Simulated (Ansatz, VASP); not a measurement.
**Ir: VASP beside Ansatz**

The input INCAR:

```
PREC = Accurate
ENCUT = 600
EDIFF = 1E-7
ISMEAR = -1
SIGMA = 0.05
LREAL = False
LASPH = True
NELM = 80
ALGO = Normal
ISIF = 3
LWAVE = False
LCHARG = False
GGA = B5
ALDAX = 1.0
AGGAX = 1.0
AGGAC = 1.0
ALDAC = 0.0
IVDW = 12
VDW_S6 = 1.0
VDW_S8 = 2.6996
VDW_A1 = 0.4298
VDW_A2 = 4.2359
IBRION = 2
NSW = 80
EDIFFG = -0.02
```

KPOINTS

```
regular mesh
0
Gamma
  12 12 12
```

The input POSCAR:

```
Ir
1.0
    0.0000000000      1.9156000000      1.9156000000
    1.9156000000      0.0000000000      1.9156000000
    1.9156000000      1.9156000000      0.0000000000
Ir
1
Direct
    0.0000000000      0.0000000000      0.0000000000
```

File input.yaml:

```yaml
crystal:
  lattice:
    - [0.0, 1.9156, 1.9156]
    - [1.9156, 0.0, 1.9156]
    - [1.9156, 1.9156, 0.0]
  atoms:
    - { symbol: Ir, position: [0.0, 0.0, 0.0] }
kpoints:
  mp_grid: { grid: [12, 12, 12] }
scf:
  occupations: { method: fermi_dirac, width: 0.05 }
hamiltonian:
  xc: blyp
  dispersion: d3bj
  pseudopotentials: { kind: all_electron, lapw: { basis_error: 0.001 } }
output:
  forces: true
  stress: true
relax:
  f_tol: 0.02
  max_steps: 60
  cell: {}
```

Alike in both runs: task relaxation of cell and atoms; functional BLYP; dispersion D3(BJ); k mesh 12 × 12 × 12; occupations fermi-dirac, width 0.05 eV; no spin polarisation.

|  | VASP | Ansatz |
| --- | --- | --- |
| version | VASP 6.6.1 | Ansatz 0.2.0 |
| potentials or method | VASP PAW PBE potentials, release 64 (Ir), cutoff 600 eV | all-electron LAPW, scalar-relativistic |

VASP gave:

```
relaxed volume (Å³/atom)                                     : 14.49
relaxed cell length with the largest relative difference (Å) : 2.737
```

Task: What did Ansatz give for the same quantities?

Result: Relaxed volume (Å³/atom): 14.36; relaxed cell length with the largest relative difference (Å): 2.728.

VASP's potentials were made for PBE, not for BLYP. Ansatz ran all-electron here, and VASP with PAW potentials.

Spin-orbit coupling is off throughout.
